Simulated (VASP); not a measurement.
A run of VASP 6.6.1:

File INCAR:

```
  ALGO = Normal
  DIPOL = 0.5 0.5 0.500
  EDIFF = 1E-6
  ENCUT = 520
  GGA = PE
  IDIPOL = 3
  ISIF = 2
  ISMEAR = 0
  IVDW = 12
  LASPH = T
  LCHARG = F
  LDIPOL = T
  LREAL = F
  LWAVE = F
  NBANDS = 12
  NELM = 60
  PREC = Accurate
  SIGMA = 0.02
```

Contents of KPOINTS:

```
k-points
0
Gamma
  9 9 1
```

POSCAR

```
P
1.0
    3.0100000000      0.0000000000      0.0000000000
   -1.5050000000      2.6067364654      0.0000000000
    0.0000000000      0.0000000000     28.0000000000
P
2
Direct
    0.3333333333      0.6666666667      0.5047678571
    0.6666666667      0.3333333333      0.4952321429
```

Potentials or basis: VASP PAW PBE potentials, release 64 (P).

Launch:

```sh
$ cat potpaw_PBE.64/P/POTCAR > POTCAR
$ mpirun -np 1 vasp_std > vasp.out
```

Hardware: 1 thread of Intel(R) Xeon(R) Platinum 8559C (Emerald Rapids), with other jobs on the host.

Task: Estimate the wall time of this run.

Result: Run time: 45 s on 1 thread of Intel(R) Xeon(R) Platinum 8559C (Emerald Rapids), with other jobs on the host, peak memory 0.32 GiB. Counts: scf iterations 23, k points 12.
